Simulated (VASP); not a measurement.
Te2Mo: single point with BLYP+D3(BJ)

The system is Te2Mo.

```xyz
6
Lattice="3.5872 0.0000 0.0000 -1.7936 3.1066 0.0000 0.0000 0.0000 14.2477" Properties=species:S:1:pos:R:3 pbc="T T T"
Te    1.7936    1.0355    5.3999
Te    0.0000    2.0711   12.5237
Te    1.7936    1.0355    1.7240
Te    0.0000    2.0711    8.8478
Mo    1.7936    1.0355   10.6857
Mo    0.0000    2.0711    3.5619
```

* Program: VASP 6.6.1
* Task: single point
* Functional: BLYP
* Dispersion: D3(BJ)
* Potentials or basis: VASP PAW PBE potentials, release 64 (Te, Mo_sv)
* Cutoff: 520 eV
* k mesh: 9 × 9 × 2
* Occupations: fermi-dirac, width 0.05 eV
* Spin: no spin polarisation
* Dipole correction: no
* Further INCAR settings: ALGO = Normal; EDIFF = 1e-06; NBANDS = 35

```
Pressure                   : -3.8 GPa
Largest force              : 0.256 eV/Å
Band gap on the k mesh     : 0.82 eV, indirect (least direct gap 0.96 eV)
Dispersion energy per atom : -1.187 eV
```

Forces on the atoms (eV/Å):
```
Te   0.000  0.000 -0.256
Te   0.000  0.000 -0.256
Te   0.000  0.000  0.256
Te   0.000  0.000  0.256
Mo   0.000  0.000  0.000
Mo   0.000  0.000  0.000
```

Stress tensor (GPa, compression positive):
```
-3.19  0.00  0.00
 0.00 -3.19  0.00
 0.00  0.00 -5.01
```

Levels at points of the mesh, in eV from the valence-band top:
| k point | band 24 | band 25 | band 26 | band 27 | band 28 | band 29 |
| --- | --- | --- | --- | --- | --- | --- |
| (0.00, 0.00, 0.00) | -0.85 | -0.35 | 0.00 | 2.65 | 2.65 | 2.77 |
| (0.00, 0.00, 0.50) | -0.97 | -0.08 | -0.08 | 2.68 | 2.68 | 2.68 |

Wall time 110 s on 1 thread of AMD EPYC 9R45 96-Core Processor (Zen 5) (shared host), peak memory 0.31 GiB.

Caveat: the PAW data sets were made with another functional, which shifts forces and pressure a little; spin-orbit coupling is left out, which moves the levels of the heavy elements. A k mesh can miss the band edges.
